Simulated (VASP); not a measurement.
A run of VASP 6.6.1 is set up as follows.

Contents of INCAR:

```
  ALGO = Normal
  EDIFF = 1E-7
  ENCUT = 520
  GGA = PE
  ISIF = 2
  ISMEAR = -1
  LASPH = T
  LCHARG = F
  LREAL = F
  LWAVE = F
  NBANDS = 16
  NELM = 60
  PREC = Accurate
  SIGMA = 0.05
```

Contents of KPOINTS:

```
k-points
0
Gamma
  11 11 6
```

The input POSCAR:

```
K
1.0
    4.1605636760      0.0000000000      0.0000000000
   -2.0802818380      3.6031538375      0.0000000000
    0.0000000000      0.0000000000      6.8953242816
K
2
Direct
    0.3333333333      0.6666666667      0.2500000000
    0.6666666667      0.3333333333      0.7500000000
```

Potentials or basis: VASP PAW PBE potentials, release 64 (K_sv).

Command:

```sh
$ cat potpaw_PBE.64/K_sv/POTCAR > POTCAR
$ mpirun -np 1 vasp_std > vasp.out
```

Problem. Predict the pressure.

Solution. 2.5 GPa.

Problem. What does it give for the band gap on the k mesh?

Solution. Zero (band 9 reaches 1.94 eV, above the bottom of band 10 at -0.94 eV).
